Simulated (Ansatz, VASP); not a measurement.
Two plane-wave programs on CsH

File INCAR:

```
PREC = Accurate ; ENCUT = 520
EDIFF = 1E-7 ; ISMEAR = 0
SIGMA = 0.05 ; LREAL = F
LASPH = T ; NELM = 80
ALGO = Normal ; ISIF = 2
LWAVE = F ; LCHARG = F
GGA = CA ; NBANDS = 12
```

KPOINTS

```
Automatic mesh
0
Gamma
  8 8 8
```

Contents of POSCAR:

```
CsH
1.0
    0.0000000000      3.1880000000      3.1880000000
    3.1880000000      0.0000000000      3.1880000000
    3.1880000000      3.1880000000      0.0000000000
Cs H
1 1
Direct
    0.0117628607      0.0117628607     -0.0117628607
    0.5000000000      0.5000000000      0.5000000000
```

Input for Ansatz:

```yaml
crystal:
  lattice:
    - [0.0, 3.188, 3.188]
    - [3.188, 0.0, 3.188]
    - [3.188, 3.188, 0.0]
  atoms:
    - { symbol: Cs, position: [0.0117628607, 0.0117628607, -0.0117628607] }
    - { symbol: H, position: [0.5, 0.5, 0.5] }
basis:
  ecutwfc: 420
kpoints:
  mp_grid: { grid: [8, 8, 8] }
hamiltonian:
  xc: lda
scf:
  occupations: { method: gaussian, width: 0.05 }
output:
  forces: true
  stress: true
  eigenvalues: true
```

Change from the starting cell: all Cs atoms moved +0.075 Å, as atom 1 along Cartesian [0 0 1].

Alike in both runs: task single point; functional LDA; k mesh 8 × 8 × 8; occupations gaussian, width 0.05 eV; no spin polarisation.

|  | VASP | Ansatz |
| --- | --- | --- |
| version | VASP 6.6.1 | Ansatz 0.2.0 |
| potentials or method | VASP PAW LDA potentials, release 64 (Cs_sv, H), cutoff 520 eV | scalar-relativistic, plane waves, PAW |
| valence electrons in the cell | 10 | 10 |

Ansatz gave:

* gap on the k mesh at the Fermi level (eV): 1.96
* least direct gap on the mesh (eV): 1.96
* pressure (GPa): -1.2
* rms of the force components (eV/Å): 0.020

Q: What did VASP give for the same quantities?

A: gap on the k mesh at the Fermi level (eV): 1.94; least direct gap on the mesh (eV): 1.94; pressure (GPa): -1.2; rms of the force components (eV/Å): 0.020.

LDA's correlation is that of Perdew and Zunger in VASP and of Perdew and Wang (1992) in Ansatz. Atom by atom the forces differ by 0.000 eV/Å (rms over components).

Spin-orbit coupling is off throughout.
